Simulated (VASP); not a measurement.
The system is WAu2.

```
W Au
1.0
     0.00000    2.95739    2.95739
     2.95739    0.00000    2.95739
     2.95739    2.95739    0.00000
W Au
1 2
Direct
  0.00000 0.00000 0.00000
  0.25000 0.25000 0.25000
  0.75000 0.75000 0.75000
```

* Program: VASP 6.6.1
* Task: relaxation of cell and atoms
* Functional: PBE
* Potentials or basis: VASP PAW PBE potentials, release 64 (W_sv, Au)
* Cutoff: 600 eV
* k mesh: 6 × 6 × 6
* Occupations: gaussian, width 0.1 eV
* Spin: no spin polarisation

At the start: pressure 38.8 GPa; volume 17.24 Å³/atom.

Question: How do energy, volume and symmetry change on relaxing?

Answer: Over 5 steps the energy falls by 314.2 meV/atom and the volume is 20.31 Å³/atom (+17.8 %); space group Fm-3m (No. 225, to 0.05 Å).

Step by step:
```
step  energy change (eV)  largest force (eV/Å)  pressure (GPa)  volume (Å³)
   1              0.0000                0.0000           38.77        51.73
   2              1.9667                0.0000          -21.12        89.68
   3             -0.9255                0.0000           -3.56        62.41
   4             -0.9414                0.0000           -0.92        61.29
   5             -0.9425                0.0000            0.01        60.92
```

Final structure:
```
W Au
1.0
     0.00000    3.12299    3.12299
     3.12299    0.00000    3.12299
     3.12299    3.12299    0.00000
W Au
1 2
Direct
  0.00000 0.00000 0.00000
  0.25000 0.25000 0.25000
  0.75000 0.75000 0.75000
```

Caveat: the volume moved by over 15 % at a fixed basis, so the end points are rough.
